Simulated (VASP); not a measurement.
# Te2Mo (Fm-3m) in VASP: notebook

The runs below take Te2Mo through single point, relaxation of cell and atoms, with PBE.

All numbers are computed with VASP 6.6.1; they aren't measurements. Logs are shortened: lines on timing, memory, paths and dates and some standing lists are left out, and cuts for length are marked.

## 1. The cell of the first run

It takes space group Fm-3m (No. 225, cubic). Conventional cell: a = 6.682 Å, b = 6.682 Å, c = 6.682 Å, α = 90.00°, β = 90.00°, γ = 90.00°. Te (site symmetry -43m) has 4 Mo at 2.89 Å and 6 Te at 3.34 Å within 3.8 Å. Within 3.8 Å of Mo (site symmetry m-3m) lie 8 Te at 2.89 Å.

## 2. Single point, PBE

File INCAR:

```
PREC     = Accurate       # precision mode
ENCUT    = 520            # plane-wave cutoff, eV
EDIFF    = 1E-6           # SCF threshold, eV
ISMEAR   = 0              # smearing method
SIGMA    = 0.1            # smearing width, eV
LREAL    = F              # projectors in reciprocal space
LASPH    = T              # aspherical terms in the spheres
NELM     = 100            # most SCF steps
ALGO     = Normal         # electronic algorithm
ISIF     = 2              # what is computed and relaxed
LWAVE    = F              # write WAVECAR
LCHARG   = F              # write CHGCAR
GGA      = PE             # functional
NBANDS   = 20             # bands
```

File KPOINTS:

```
Automatic mesh
0
Gamma
  4 4 4
```

File POSCAR:

```
Te2Mo
1.0
    0.0000000000      3.3411331314      3.3411331314
    3.3411331314      0.0000000000      3.3411331314
    3.3411331314      3.3411331314      0.0000000000
Te Mo
2 1
Direct
    0.2500000000      0.2500000000      0.2500000000
    0.7500000000      0.7500000000      0.7500000000
    0.0000000000      0.0000000000      0.0000000000
```

Potentials or basis: VASP PAW PBE potentials, release 64 (Te, Mo_sv).

The run is started by

```bash
> cat potpaw_PBE.64/Te/POTCAR potpaw_PBE.64/Mo_sv/POTCAR > POTCAR
> mpirun -np 1 vasp_std > vasp.out
```

OUTCAR:

```text
PREC = Accurate
   ENCUT = 520
   EDIFF = 1E-6
   ISMEAR = 0
   LREAL = F
   LASPH = T
   NELM = 100
   ISIF = 2
   GGA = PE

 ion  position               nearest neighbor table
   1  0.250  0.250  0.250-   3 2.89   3 2.89   3 2.89   3 2.89   2 3.34   2 3.34   2 3.34   2 3.34
                             2 3.34   2 3.34
   2  0.750  0.750  0.750-   3 2.89   3 2.89   3 2.89   3 2.89   1 3.34   1 3.34   1 3.34   1 3.34
                             1 3.34   1 3.34
   3  0.000  0.000  0.000-   1 2.89   2 2.89   2 2.89   2 2.89   2 2.89   1 2.89   1 2.89   1 2.89

  LATTYP: Found a face centered cubic cell.
 ALAT       =     6.6822662628

  Lattice vectors:

 A1 = (   0.0000000000,   3.3411331314,   3.3411331314)
 A2 = (   3.3411331314,   0.0000000000,   3.3411331314)
 A3 = (   3.3411331314,   3.3411331314,   0.0000000000)

Analysis of symmetry for initial positions (statically):
=====================================================================
 Subroutine PRICEL returns:
 Original cell was already a primitive cell.

 Routine SETGRP: Setting up the symmetry group for a
 face centered cubic supercell.

 Subroutine GETGRP returns: Found 48 space group operations
 (whereof 48 operations were pure point group operations)
 out of a pool of 48 trial point group operations.

The static configuration has the point symmetry O_h .

Analysis of symmetry for dynamics (positions and initial velocities):
=====================================================================
 Subroutine PRICEL returns:
 Original cell was already a primitive cell.

 Routine SETGRP: Setting up the symmetry group for a
 face centered cubic supercell.

 Subroutine GETGRP returns: Found 48 space group operations
 (whereof 48 operations were pure point group operations)
 out of a pool of 48 trial point group operations.

The dynamic configuration has the point symmetry O_h .

 Subroutine INISYM returns: Found 48 space group operations
 (whereof 48 operations are pure point group operations),
 and found     1 'primitive' translations

----------------------------------------------------------------------------------------

                                     Primitive cell

  volume of cell :      74.5953

  direct lattice vectors                    reciprocal lattice vectors
     0.000000000  3.341133131  3.341133131    -0.149649828  0.149649828  0.149649828
     3.341133131  0.000000000  3.341133131     0.149649828 -0.149649828  0.149649828
     3.341133131  3.341133131  0.000000000     0.149649828  0.149649828 -0.149649828

  length of vectors
     4.725075788  4.725075788  4.725075788     0.259201106  0.259201106  0.259201106

  position of ions in fractional coordinates (direct lattice)
     0.250000000  0.250000000  0.250000000
     0.750000000  0.750000000  0.750000000
     0.000000000  0.000000000  0.000000000

  ion indices of the primitive-cell ions
   primitive index   ion index
                 1           1
                 2           2
                 3           3

----------------------------------------------------------------------------------------

 KPOINTS: Automatic mesh

Automatic generation of k-mesh.
 Grid dimensions read from file:
 generate k-points for:    4    4    4

 Generating k-lattice:

  Cartesian coordinates                     Fractional coordinates (reciprocal lattice)
    -0.037412457  0.037412457  0.037412457     0.250000000  0.000000000  0.000000000
     0.037412457 -0.037412457  0.037412457     0.000000000  0.250000000  0.000000000
     0.037412457  0.037412457 -0.037412457     0.000000000  0.000000000  0.250000000

  Length of vectors
     0.064800277  0.064800277  0.064800277

  Shift w.r.t. Gamma in fractional coordinates (k-lattice)
     0.000000000  0.000000000  0.000000000

 Subroutine IBZKPT returns following result:
 ===========================================

 Found      8 irreducible k-points:

 Following reciprocal coordinates:
            Coordinates               Weight
  0.000000  0.000000  0.000000      1.000000
  0.250000  0.000000  0.000000      8.000000
  0.500000  0.000000  0.000000      4.000000
  0.250000  0.250000  0.000000      6.000000
  0.500000  0.250000  0.000000     24.000000
 -0.250000  0.250000  0.000000     12.000000
  0.500000  0.500000  0.000000      3.000000
 -0.250000  0.500000  0.250000      6.000000
   k-points           NKPTS =      8   k-points in BZ     NKDIM =      8   number of bands    NBANDS=     20
   number of dos      NEDOS =    301   number of ions     NIONS =      3
   total plane-waves  NPLWV =  46656
   dimension x,y,z NGX =    36 NGY =   36 NGZ =   36
   dimension x,y,z NGXF=    72 NGYF=   72 NGZF=   72
   ions per type =               2   1
   NGX,Y,Z   is equivalent  to a cutoff of  12.67, 12.67, 12.67 a.u.
   NGXF,Y,Z  is equivalent  to a cutoff of  25.33, 25.33, 25.33 a.u.
 SYSTEM =  unknown system
   PREC   = accura    normal or accurate (medium, high low for compatibility)
   ISTART =      0    job   : 0-new  1-cont  2-samecut
   ICHARG =      2    charge: 1-file 2-atom 10-const
   ISPIN  =      1    spin polarized calculation?
   LNONCOLLINEAR =      F non collinear calculations
   LSORBIT =      F    spin-orbit coupling
   LASPH  =      T    aspherical Exc in radial PAW
   ENCUT  =  520.0 eV  38.22 Ry    6.18 a.u.   8.79  8.79  8.79*2*pi/ulx,y,z
   NELM   =    100;   NELMIN=  2; NELMDL= -5     # of ELM steps
   EDIFF  = 0.1E-05   stopping-criterion for ELM
   LREAL  =      F    real-space projection
   EDIFFG = 0.1E-04   stopping-criterion for IOM
   NSW    =      0    number of steps for IOM
   IBRION =     -1    ionic relax: 0-MD 1-quasi-New 2-CG
   NFREE  =      0    steps in history (QN), initial steepest desc. (CG)
   ISIF   =      2    stress and relaxation
   ISYM   =      2    0-nonsym 1-usesym 2-fastsym
   POTIM  = 0.5000    time-step for ionic-motion
   TEBEG  =    0.0;   TEEND  =   0.0 temperature during run
   PSTRESS=    0.0 pullay stress
   NELECT =      26.0000    total number of electrons
   NUPDOWN=      -1.0000    fix difference up-down
   EMIN   =  10.00;   EMAX   =-10.00  energy-range for DOS
   EFERMI =   0.00;   METHOD = LEGACY
   ISMEAR =     0;   SIGMA  =   0.10  broadening in eV -4-tet -1-fermi 0-gaus
   EFERMI_NEDOS =   21; number of points for ismear=-14 and -15
   IALGO  =     38    algorithm
   IMIX   =      4    mixing-type and parameters
     AMIX     =   0.40;   BMIX     =  1.00
     AMIX_MAG =   1.60;   BMIX_MAG =  1.00
  volume/ion in A,a.u.               =      24.87       167.80
  Fermi-wavevector in a.u.,A,eV,Ry     =   1.152114  2.177180 18.059924  1.327367
  Thomas-Fermi vector in A             =   2.288767
   LORBIT       =      0    0 simple, 1 ext, 2 COOP (PROOUT), +10 PAW based schemes
   GGA     = PE    functional components
   LHFCALC =     F    Hartree Fock is set to
   AEXX    =    0.0000 exact exchange contribution
   IVDW    =     0    specifies the selected vdW correction
   LEPSILON=     F    determine dielectric tensor
   LRPA    =     F    only Hartree local field effects (RPA)
 non-spin polarized calculation
 Gauss-broadening in eV      SIGMA  =   0.10
  energy-cutoff  :      520.00
  volume of cell :       74.60
 maximum number of plane-waves:      2044
   NGX = 17   NGY = 17   NGZ = 17

 number of electron      26.0000001 magnetization

 Free energy of the ion-electron system (eV)
  ---------------------------------------------------
  ext. energy  EPLUGINS =         0.00000000
  ---------------------------------------------------
  free energy    TOTEN  =       -16.47697541 eV

  energy without entropy =      -16.45178971  energy(sigma->0) =      -16.46438256

 E-fermi :   8.4391     XC(G=0): -10.4928

 val. band max:        8.3609410063   @ k =   0.5000   0.5000   0.0000
 cond. band min:       8.4736058776   @ k =   0.5000   0.2500   0.0000
 fundamental gap:      0.1126648713
 Fermi energy:         8.4390826023

 k-point     1 :       0.0000    0.0000    0.0000
  band No.  band energies     occupation
      1     -52.0874      2.00000
      2     -26.1997      2.00000
      3     -26.1997      2.00000
      4     -26.1997      2.00000
      5      -4.9838      2.00000
      6      -0.5480      2.00000
[... 12 lines left out ...]
     19      12.0181      0.00000
     20      12.0181      0.00000

 k-point     2 :       0.2500    0.0000    0.0000
  band No.  band energies     occupation
      1     -52.0873      2.00000
      2     -26.2045      2.00000
      3     -26.2004      2.00000
      4     -26.2004      2.00000
      5      -4.4697      2.00000
      6      -1.5823      2.00000
[... 12 lines left out ...]
     19      13.7580      0.00000
     20      13.7580      0.00000

 k-point     3 :       0.5000    0.0000    0.0000
  band No.  band energies     occupation
      1     -52.0872      2.00000
      2     -26.2094      2.00000
      3     -26.2011      2.00000
      4     -26.2011      2.00000
      5      -3.3251      2.00000
      6      -2.9965      2.00000
[... 12 lines left out ...]
     19      15.4640      0.00000
     20      15.6580      0.00000

 k-point     4 :       0.2500    0.2500    0.0000
  band No.  band energies     occupation
      1     -52.0873      2.00000
      2     -26.2047      2.00000
      3     -26.2013      2.00000
      4     -26.2013      2.00000
      5      -4.3170      2.00000
      6      -1.6388      2.00000
[... 12 lines left out ...]
     19      15.0978      0.00000
     20      15.4392      0.00000

 k-point     5 :       0.5000    0.2500    0.0000
  band No.  band energies     occupation
      1     -52.0871      2.00000
      2     -26.2080      2.00000
      3     -26.2036      2.00000
      4     -26.2021      2.00000
      5      -3.4133      2.00000
      6      -2.5710      2.00000
[... 12 lines left out ...]
     19      15.6693      0.00000
     20      16.6223      0.00000

 k-point     6 :      -0.2500    0.2500    0.0000
  band No.  band energies     occupation
      1     -52.0872      2.00000
      2     -26.2066      2.00000
      3     -26.2039      2.00000
      4     -26.2011      2.00000
      5      -3.7296      2.00000
      6      -2.3728      2.00000
[... 12 lines left out ...]
     19      14.7043      0.00000
     20      15.1590      0.00000

 k-point     7 :       0.5000    0.5000    0.0000
  band No.  band energies     occupation
      1     -52.0871      2.00000
      2     -26.2098      2.00000
      3     -26.2030      2.00000
      4     -26.2030      2.00000
      5      -3.3339      2.00000
      6      -2.3146      2.00000
[... 12 lines left out ...]
     19      14.9493      0.00000
     20      15.9376      0.00000

 k-point     8 :      -0.2500    0.5000    0.2500
  band No.  band energies     occupation
      1     -52.0871      2.00000
      2     -26.2064      2.00000
      3     -26.2064      2.00000
      4     -26.2030      2.00000
      5      -2.8956      2.00000
      6      -2.8956      2.00000
[... 12 lines left out ...]
     19      13.7038      0.00000
     20      16.2161      0.00000

------------------------ aborting loop because EDIFF is reached ----------------------------------------

  FORCE on cell =-STRESS in cart. coord.  units (eV):
  Direction    XX          YY          ZZ          XY          YZ          ZX
  --------------------------------------------------------------------------------------
  -------------------------------------------------------------------------------------
  Total       -0.1448789     -0.1448789     -0.1448789      0.0000000     -0.0000000      0.0000000
  in kB       -3.1117488     -3.1117488     -3.1117488      0.0000000     -0.0000000      0.0000000
  external PRESSURE =      -3.1117488 kB  Pullay stress =       0.0000000 kB

 VOLUME and BASIS-vectors are now :
 -----------------------------------------------------------------------------
  energy-cutoff  :      520.00
  volume of cell :       74.60
      direct lattice vectors                 reciprocal lattice vectors
     0.000000000  3.341133131  3.341133131    -0.149649828  0.149649828  0.149649828
     3.341133131  0.000000000  3.341133131     0.149649828 -0.149649828  0.149649828
     3.341133131  3.341133131  0.000000000     0.149649828  0.149649828 -0.149649828

 POSITION                                       TOTAL-FORCE (eV/Angst)
 -----------------------------------------------------------------------------------
      1.67057      1.67057      1.67057        -0.000000     -0.000000     -0.000000
      5.01170      5.01170      5.01170         0.000000      0.000000      0.000000
      0.00000      0.00000      0.00000        -0.000000      0.000000      0.000000
 -----------------------------------------------------------------------------------
    total drift:                               -0.000000      0.000000      0.000000

  FREE ENERGIE OF THE ION-ELECTRON SYSTEM (eV)
  ---------------------------------------------------
  free  energy   TOTEN  =       -16.4769754090 eV

  energy  without entropy=      -16.4517897059  energy(sigma->0) =      -16.46438256
```

Run time: 6.8 s. Hardware: 1 thread of Intel Xeon 6975P-C (Granite Rapids), shared host; peak memory 0.19 GiB.

Results:

```
Free energy            : -16.4770 eV
Pressure               : -0.3 GPa
Band gap on the k mesh : zero (band 13 reaches 8.77 eV, above the bottom of band 14 at 8.08 eV)
```

Levels at points of the mesh, in eV from the Fermi level:
```csv
k point,band 11,band 12,band 13,band 14,band 15,band 16
"(0.00, 0.00, 0.00)",-0.62,0.28,0.28,0.28,3.22,3.22
"(0.50, 0.00, 0.00)",-2.37,-2.17,-0.36,-0.36,1.28,3.19
"(0.50, 0.50, 0.00)",-1.61,-0.73,-0.08,1.27,2.39,3.74
```

Caveat: the k points lie up to 0.41 Å⁻¹ apart; spin-orbit coupling is left out, which moves the levels of the heavy elements.

## 3. Single point, PBE

This run uses another cell than the first one, of 28.45 Å³/atom, 1.144 times its volume.

File INCAR:

```
SYSTEM = Te2Mo
  ALGO = Normal
  EDIFF = 1E-7
  ENCUT = 520
  GGA = PE
  ISIF = 2
  ISMEAR = 0
  LASPH = .TRUE.
  LCHARG = .FALSE.
  LREAL = .FALSE.
  LWAVE = .FALSE.
  NBANDS = 20
  NELM = 100
  PREC = Accurate
  SIGMA = 0.1
```

File KPOINTS:

```
k-points
0
G
  4 4 4
  0 0 0
```

File POSCAR:

```
Te2Mo
1.0
    0.0000000000      3.4946144500      3.4946144500
    3.4946144500      0.0000000000      3.4946144500
    3.4946144500      3.4946144500      0.0000000000
Te Mo
2 1
Direct
    0.2500000000      0.2500000000      0.2500000000
    0.7500000000      0.7500000000      0.7500000000
    0.0000000000      0.0000000000      0.0000000000
```

Potentials or basis: VASP PAW PBE potentials, release 64 (Te, Mo_sv).

The run is started by

```bash
> cat potpaw_PBE.64/Te/POTCAR potpaw_PBE.64/Mo_sv/POTCAR > POTCAR
> mpirun -np 1 vasp_std > vasp.out
```

Wall time 10 s (1 thread of Intel Xeon 6975P-C (Granite Rapids), shared host); peak memory 0.23 GiB.

The run converged. Its results:

```
Free energy            : -16.1239 eV
Pressure               : -9.1 GPa
Band gap on the k mesh : zero (band 13 reaches 7.00 eV, above the bottom of band 14 at 6.52 eV)
```

Levels at points of the mesh, in eV from the Fermi level:
```csv
k point,band 9,band 10,band 11,band 12,band 13,band 14,band 15,band 16,band 17,band 18
"(0.00, 0.00, 0.00)",-4.13,-0.45,-0.45,0.08,0.08,0.08,2.60,2.60,2.60,3.63
"(0.50, 0.00, 0.00)",-2.97,-2.14,-2.14,-2.06,-0.26,-0.26,0.83,2.59,2.59,6.04
"(0.50, 0.50, 0.00)",-3.96,-1.43,-1.43,-0.55,-0.04,0.83,1.81,3.02,3.02,3.58
```

Caveat: the k points lie up to 0.39 Å⁻¹ apart; spin-orbit coupling is left out, which moves the levels of the heavy elements.

## 4. Relaxation of cell and atoms, PBE

This run uses another cell than the first one, of 28.45 Å³/atom, 1.144 times its volume.

File INCAR:

```
SYSTEM = Te2Mo
ALGO = Normal ; EDIFF = 1E-6
EDIFFG = -0.04 ; ENCUT = 600
GGA = PE ; IBRION = 2
ISIF = 3 ; ISMEAR = 0
LASPH = .True. ; LCHARG = .False.
LREAL = .False. ; LWAVE = .False.
NELM = 60 ; NSW = 90
PREC = Accurate ; SIGMA = 0.1
```

File KPOINTS:

```
k-points
0
Gamma
  4 4 4
  0 0 0
```

POSCAR is that of step 3.

The run is started by

```bash
> cat potpaw_PBE.64/Te/POTCAR potpaw_PBE.64/Mo_sv/POTCAR > POTCAR
> mpirun -np 1 vasp_std > vasp.out
```

Wall time 24 s (1 thread of Intel Xeon 6975P-C (Granite Rapids), shared host); peak memory 0.24 GiB.

Results (log left out):

```yaml
Free_energy: -16.4793 eV
Relaxed_volume: 24.82 Å³/atom
Relaxed_cell: a = 4.722 Å, b = 4.722 Å, c = 4.722 Å, α = 60.00°, β = 60.00°, γ = 60.00°
Space_group_after_relaxing_to_0.05_Å: Fm-3m (No. 225)
Energy_gained_by_relaxing: 118.5 meV/atom
Ionic_steps: 3
Pressure_after_relaxing: -0.1 GPa
Band_gap_on_the_k_mesh: zero (band 13 reaches 8.79 eV, above the bottom of band 14 at 8.10 eV)
```

The path:
```csv
step,energy change (eV),largest force (eV/Å),pressure (GPa),volume (Å³)
1,0.0000,0.0000,-9.08,85.35
2,-0.1116,0.0000,11.62,66.95
3,-0.3554,0.0000,-0.14,74.45
```

Final structure:
```cif
data_structure
_symmetry_space_group_name_H-M 'P 1'
_symmetry_Int_Tables_number 1
_cell_length_a 4.7220
_cell_length_b 4.7220
_cell_length_c 4.7220
_cell_angle_alpha 60.000
_cell_angle_beta 60.000
_cell_angle_gamma 60.000
_cell_volume 74.45
loop_
_atom_site_label
_atom_site_type_symbol
_atom_site_fract_x
_atom_site_fract_y
_atom_site_fract_z
_atom_site_occupancy
Te1 Te 0.25000 0.25000 0.25000 1
Te2 Te 0.75000 0.75000 0.75000 1
Mo1 Mo 0.00000 0.00000 0.00000 1
```

Levels at points of the mesh, in eV from the Fermi level:
```csv
k point,band 9,band 10,band 11,band 12,band 13,band 14,band 15,band 16,band 17
"(0.00, 0.00, 0.00)",-4.76,-0.62,-0.62,0.28,0.28,0.28,3.23,3.23,3.58
"(0.50, 0.00, 0.00)",-3.12,-2.38,-2.38,-2.17,-0.36,-0.36,1.29,3.20,3.20
"(0.50, 0.50, 0.00)",-4.50,-1.61,-1.61,-0.74,-0.08,1.28,2.40,3.76,3.92
```

Caveat: the k points lie up to 0.41 Å⁻¹ apart in the final cell; spin-orbit coupling is left out, which moves the levels of the heavy elements.

## 5. Overview

```csv
task,cell,cutoff (eV),gap on the mesh (eV),pressure (GPa)
single point,"a = 4.725 Å, angles 60.0°, 3 atoms",520,none,-0.3
single point,"a = 4.942 Å, angles 60.0°, 3 atoms",520,none,-9.1
relaxation of cell and atoms,"relaxed from a = 4.942 Å, angles 60.0°, 3 atoms",600,none,-0.1
```

Alike in all rows: level PBE; potentials or basis VASP PAW PBE potentials, release 64 (Te, Mo_sv); no spin polarisation; k mesh 4 × 4 × 4; smearing gaussian 0.1 eV.

Caveats: all runs use coarse meshes; spin-orbit coupling is left out, which moves the levels of the heavy elements.

Absolute energies hang on the potentials; compare differences alone.
